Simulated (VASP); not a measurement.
A run of VASP 6.6.1 is set up as follows.

The input INCAR:

```
PREC = Accurate
ENCUT = 520
EDIFF = 1E-6
ISMEAR = 0
SIGMA = 0.1
LREAL = F
LASPH = T
NELM = 80
ALGO = Normal
ISIF = 2
LWAVE = F
LCHARG = F
LDIPOL = T
IDIPOL = 3
DIPOL = 0.5 0.5 0.353
GGA = PE
NBANDS = 31
```

Contents of KPOINTS:

```
Automatic mesh
0
Gamma
  9 9 1
```

The input POSCAR:

```
W3C
1.0
    2.8545944806      0.0000000000      0.0000000000
   -1.4272972403      2.4721513377      0.0000000000
    0.0000000000      0.0000000000     21.6971108210
W C
3 1
Direct
    0.6666666667      0.3333333333      0.1843563428
    0.3333333333      0.6666666667      0.2926027619
    0.0000000000      0.0000000000      0.4008418859
    0.7777777778     -0.7777777778      0.5358829070
```

Potentials or basis: VASP PAW PBE potentials, release 64 (W_sv, C).

Launch:

```sh
$ cat potpaw_PBE.64/W_sv/POTCAR potpaw_PBE.64/C/POTCAR > POTCAR
$ mpirun -np 1 vasp_std > vasp.out
```

(1) What does it give for the band gap on the k mesh?

(2) Estimate the largest force.

Answers

(1) zero (bands 23 and 24 overlap by 0.97 eV).

(2) 1.643 eV/Å.

Caveat: spin-orbit coupling is left out, which moves the levels of the heavy elements.
